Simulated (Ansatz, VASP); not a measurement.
**One calculation of AgBr, two programs**

```
Ag Br
1.0
     0.00000    3.01597    3.01597
     3.01597    0.00000    3.01597
     3.01597    3.01597    0.00000
Ag Br
1 1
Direct
  0.00000 0.00000 0.00000
  0.50000 0.50000 0.50000
```

Alike in both runs: task single point; functional PBE; k mesh 8 × 8 × 8; occupations gaussian, width 0.02 eV; no spin polarisation.

|  | VASP | Ansatz |
| --- | --- | --- |
| version | VASP 6.6.1 | Ansatz 0.2.0 |
| potentials or method | VASP PAW PBE potentials, release 64 (Ag, Br), cutoff 500 eV | scalar-relativistic, plane waves, PAW |
| valence electrons in the cell | 18 | 26 |

|  | VASP | Ansatz | Ansatz less VASP |
| --- | --- | --- | --- |
| gap on the k mesh at the Fermi level (eV) | 0.74 | 0.74 | +0.001 |
| least direct gap on the mesh (eV) | 2.17 | 2.17 | +0.001 |
| pressure (GPa) | -2.9 | -2.9 | +0.02 |

VASP's potentials hold 18 valence electrons a cell and Ansatz's 26, so a difference there can come from the potentials and not from the codes.
